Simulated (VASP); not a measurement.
A run of VASP 6.6.1:

INCAR

```
SYSTEM = BaTiO3
PREC = Accurate
ENCUT = 520
EDIFF = 1E-6
ISMEAR = -1
SIGMA = 0.05
LREAL = .False.
LASPH = .True.
NELM = 100
ALGO = Normal
ISIF = 2
LWAVE = .False.
LCHARG = .True.
GGA = PS
IVDW = 13
LELF = .True.
LVHAR = .True.
NBANDS = 28
```

File KPOINTS:

```
regular mesh
0
Gamma
  7 7 7
  0 0 0
```

POSCAR

```
BaTiO3
1.0
    3.9566676661      0.0000000000      0.0000000000
    0.0000000000      3.9566676661      0.0000000000
    0.0000000000      0.0000000000      3.9566676661
Ba Ti O
1 1 3
Direct
    0.5000000000      0.5000000000      0.5000000000
    0.0000000000      0.0000000000      0.0000000000
    0.0000000000      0.0000000000      0.5000000000
    0.0000000000      0.5000000000      0.0000000000
    0.5000000000      0.0000000000      0.0000000000
```

Potentials or basis: VASP PAW PBE potentials, release 64 (Ba_sv, Ti_sv, O).

The run is started by

```bash
$ cat potpaw_PBE.64/Ba_sv/POTCAR potpaw_PBE.64/Ti_sv/POTCAR potpaw_PBE.64/O/POTCAR > POTCAR
$ mpirun -np 1 vasp_std > vasp.out
```

Hardware: 1 thread of AMD EPYC 9R45 96-Core Processor (Zen 5), on a shared host.

Question: How long does it take, and how much memory?

Answer: Run time: 19 s on 1 thread of AMD EPYC 9R45 96-Core Processor (Zen 5), with other jobs on the host, peak memory 0.16 GiB. Counts: scf iterations 15, k points 20.
